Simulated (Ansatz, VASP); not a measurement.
**Two plane-wave programs on KBr**

File POSCAR:

```
KBr
1.0
    0.0000000000      3.2553999381      3.2553999381
    3.2553999381      0.0000000000      3.2553999381
    3.2553999381      3.2553999381      0.0000000000
Br K
1 1
Direct
    0.5000000000      0.5000000000      0.5000000000
    0.0000000000      0.0000000000      0.0000000000
```

File INCAR.step1:

```
  PREC = Accurate
  ENCUT = 520
  ISMEAR = -1
  SIGMA = 0.05
  LREAL = F
  LASPH = T
  NELM = 80
  NBANDS = 15
  GGA = PE
  ALGO = Normal
  EDIFF = 1E-4
  LWAVE = T
  LCHARG = F
```

Contents of INCAR.step2:

```
  PREC = Accurate
  ENCUT = 520
  EDIFF = 1E-6
  ISMEAR = -1
  SIGMA = 0.05
  LREAL = F
  LASPH = T
  NELM = 80
  ALGO = Normal
  ISIF = 2
  LWAVE = F
  LCHARG = T
  METAGGA = R2SCAN
  LMIXTAU = T
  IVDW = 12
  VDW_S6 = 1.0
  VDW_S8 = 0.78981345
  VDW_A1 = 0.49484001
  VDW_A2 = 5.73083694
  LELF = T
  LVHAR = T
  NBANDS = 15
  ISTART = 1
```

KPOINTS

```
Automatic mesh
0
Gamma
  7 7 7
```

The input input.yaml:

```yaml
crystal:
  lattice:
    - [0.0, 3.2553999381, 3.2553999381]
    - [3.2553999381, 0.0, 3.2553999381]
    - [3.2553999381, 3.2553999381, 0.0]
  atoms:
    - { symbol: Br, position: [0.5, 0.5, 0.5] }
    - { symbol: K, position: [0.0, 0.0, 0.0] }
hamiltonian:
  xc: r2scan
  pseudopotentials: { kind: paw }
  dispersion: d3bj
kpoints:
  mp_grid: { grid: [7, 7, 7] }
scf:
  occupations: { method: fermi_dirac, width: 0.05 }
output:
  forces: true
  stress: true
  eigenvalues: true
  write_density: true
  write_potential: true
  elf: true
  volumetric_format: npy
```

Alike in both runs: task single point; functional r2SCAN; dispersion D3(BJ); k mesh 7 × 7 × 7; occupations fermi-dirac, width 0.05 eV; no spin polarisation.

```csv
,VASP,Ansatz
version,VASP 6.6.1,Ansatz 0.2.0
potentials or method,"VASP PAW PBE potentials, release 64 (Br, K_sv)",Ansatz PAW
plane-wave cutoff (eV),520,500
valence electrons in the cell,16,16
```

```tsv
	VASP	Ansatz	Ansatz less VASP
gap on the k mesh at the Fermi level (eV)	5.20	5.20	-0.002
least direct gap on the mesh (eV)	5.20	5.20	-0.002
pressure (GPa)	0.3	0.3	-0.01
```

VASP's potentials were made for PBE, not for r2SCAN.

Noted on Ansatz's run: odd divisions of the mesh miss points on the zone boundary, where band edges often lie, so the gap on the mesh can be too wide.
